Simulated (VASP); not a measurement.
# Pd (Fm-3m) in VASP: notebook, part 4 of 4

VASP 6.6.1. Earlier steps stand in the parts before.

## 7. Electric field gradients, PBE (volume scaled by 1.04)

INCAR reads:

```
ALGO = Normal
EDIFF = 1E-8
ENCUT = 520
GGA = PE
ISIF = 2
ISMEAR = -1
LASPH = T
LCHARG = F
LEFG = T
LREAL = F
LWAVE = F
NBANDS = 11
NELM = 100
PREC = Accurate
SIGMA = 0.05
```

KPOINTS reads:

```
k-points
0
Gamma
  18 18 18
```

POSCAR reads:

```
Pd
1.0
    0.0000000000      1.9704937245      1.9704937245
    1.9704937245      0.0000000000      1.9704937245
    1.9704937245      1.9704937245      0.0000000000
Pd
1
Direct
    0.0000000000      0.0000000000      0.0000000000
```

Potentials or basis: VASP PAW PBE potentials, release 64 (Pd).

On the command line:

```sh
$ cat potpaw_PBE.64/Pd/POTCAR > POTCAR
$ mpirun -np 1 vasp_std > vasp.out
```

OUTCAR:

```text
EDIFF = 1E-8
   ENCUT = 520
   GGA = PE
   ISIF = 2
   ISMEAR = -1
   LASPH = T
   LREAL = F
   NELM = 100
   PREC = Accurate

 ion  position               nearest neighbor table
   1  0.000  0.000  0.000-

  LATTYP: Found a face centered cubic cell.
 ALAT       =     3.9409874490

  Lattice vectors:

 A1 = (   0.0000000000,   1.9704937245,   1.9704937245)
 A2 = (   1.9704937245,   0.0000000000,   1.9704937245)
 A3 = (   1.9704937245,   1.9704937245,   0.0000000000)

Analysis of symmetry for initial positions (statically):
=====================================================================
 Subroutine PRICEL returns:
 Original cell was already a primitive cell.

 Routine SETGRP: Setting up the symmetry group for a
 face centered cubic supercell.

 Subroutine GETGRP returns: Found 48 space group operations
 (whereof 48 operations were pure point group operations)
 out of a pool of 48 trial point group operations.

The static configuration has the point symmetry O_h .

Analysis of symmetry for dynamics (positions and initial velocities):
=====================================================================
 Subroutine PRICEL returns:
 Original cell was already a primitive cell.

 Routine SETGRP: Setting up the symmetry group for a
 face centered cubic supercell.

 Subroutine GETGRP returns: Found 48 space group operations
 (whereof 48 operations were pure point group operations)
 out of a pool of 48 trial point group operations.

The dynamic configuration has the point symmetry O_h .

 Subroutine INISYM returns: Found 48 space group operations
[... 158 lines left out ...]
      7      26.3433      0.00000
      8      30.9113      0.00000
      9      30.9113      0.00000
     10      30.9113      0.00000
     11      35.4899      0.00000
[... 309 lines left out ...]
 k-point    24 :      -0.2222    0.0556    0.0000
  band No.  band energies     occupation
      1       3.9887      2.00000
      2       6.2923      2.00000
      3       6.8063      2.00000
      4       6.8376      2.00000
      5       7.9054      2.00000
      6       8.3999      2.00000
      7      23.7973      0.00000
      8      27.2829      0.00000
      9      30.9425      0.00000
     10      33.4086      0.00000
     11      33.7195      0.00000

 [... further k-points ...]

------------------------ aborting loop because EDIFF is reached ----------------------------------------

  FORCE on cell =-STRESS in cart. coord.  units (eV):
  Direction    XX          YY          ZZ          XY          YZ          ZX
  --------------------------------------------------------------------------------------
  -------------------------------------------------------------------------------------
  Total       -0.0084466     -0.0084466     -0.0084466      0.0000000      0.0000000     -0.0000000
  in kB       -0.8843788     -0.8843788     -0.8843788      0.0000000      0.0000000     -0.0000000
  external PRESSURE =      -0.8843788 kB  Pullay stress =       0.0000000 kB

 VOLUME and BASIS-vectors are now :
 -----------------------------------------------------------------------------
  energy-cutoff  :      520.00
  volume of cell :       15.30
      direct lattice vectors                 reciprocal lattice vectors
     0.000000000  1.970493725  1.970493725    -0.253743513  0.253743513  0.253743513
     1.970493725  0.000000000  1.970493725     0.253743513 -0.253743513  0.253743513
     1.970493725  1.970493725  0.000000000     0.253743513  0.253743513 -0.253743513

 POSITION                                       TOTAL-FORCE (eV/Angst)
 -----------------------------------------------------------------------------------
      0.00000      0.00000      0.00000         0.000000      0.000000      0.000000
 -----------------------------------------------------------------------------------
    total drift:                               -0.000000     -0.000000     -0.000000

  FREE ENERGIE OF THE ION-ELECTRON SYSTEM (eV)
  ---------------------------------------------------
  free  energy   TOTEN  =        -5.2297191152 eV

  energy  without entropy=       -5.2107228479  energy(sigma->0) =       -5.22022098

 Electric field gradients (V/A^2)
---------------------------------------------------------------------
 ion       V_xx      V_yy      V_zz      V_xy      V_xz      V_yz
---------------------------------------------------------------------
   1       0.000     0.000     0.000    -0.000    -0.000    -0.000
---------------------------------------------------------------------

 Electric field gradients after diagonalization (V/A^2)
 (convention: |V_zz| > |V_xx| > |V_yy|)
----------------------------------------------------------------------
 ion       V_xx      V_yy      V_zz     asymmetry (V_yy - V_xx)/ V_zz
----------------------------------------------------------------------
   1       0.000     0.000    -0.000       0.000
----------------------------------------------------------------------

           NMR quadrupolar parameters

 Cq : quadrupolar parameter    Cq=e*Q*V_zz/h
 eta: asymmetry parameters     (V_yy - V_xx)/ V_zz
 Q  : nuclear electric quadrupole moment in mb (millibarn)
----------------------------------------------------------------------
 ion       Cq(MHz)       eta       Q (mb)
----------------------------------------------------------------------
   1      -0.000       0.000       1.000
----------------------------------------------------------------------
```

It took 1.7 min on 1 thread of AMD EPYC 7R13, shared host; peak memory 0.13 GiB.

Results:

| Quantity | Value |
| --- | --- |
| Free energy | -5.2297 eV |
| Pressure | -0.1 GPa |
| Band gap on the k mesh | zero (band 5 reaches 9.44 eV, above the bottom of band 6 at 7.96 eV) |

Levels at points of the mesh, in eV from the Fermi level:
```csv
k point,band 1,band 2,band 3,band 4,band 5,band 6,band 7,band 8,band 9,band 10
"(0.00, 0.00, 0.00)",-6.86,-2.68,-2.68,-2.68,-1.16,-1.16,17.17,21.74,21.74,21.74
"(0.50, 0.00, 0.00)",-5.01,-2.72,-2.72,-0.03,-0.03,1.10,7.03,16.52,20.75,20.75
"(0.50, 0.50, 0.00)",-5.09,-4.81,-0.06,0.27,0.27,3.35,10.40,13.01,13.01,21.04
```

Caveat: without QUAD_EFG the Cq values of the log hold for a quadrupole moment of 1 mb, not for the nuclei.

## 8. Overview

```csv
cell,gap on the mesh (eV),pressure (GPa)
"a = 2.732 Å, angles 60.0°, 1 atom",none,11.7
"a = 2.751 Å, angles 60.0°, 1 atom",none,7.3
"a = 2.769 Å, angles 60.0°, 1 atom",none,3.4
"a = 2.787 Å, angles 60.0°, 1 atom",none,-0.1
```

Alike in all rows: task electric field gradients; level PBE; potentials or basis VASP PAW PBE potentials, release 64 (Pd); no spin polarisation; k mesh 18 × 18 × 18; cutoff (eV) 520; smearing fermi-dirac 0.05 eV.

Total energies depend on the potentials used, so only differences within one code and one set of settings carry meaning.
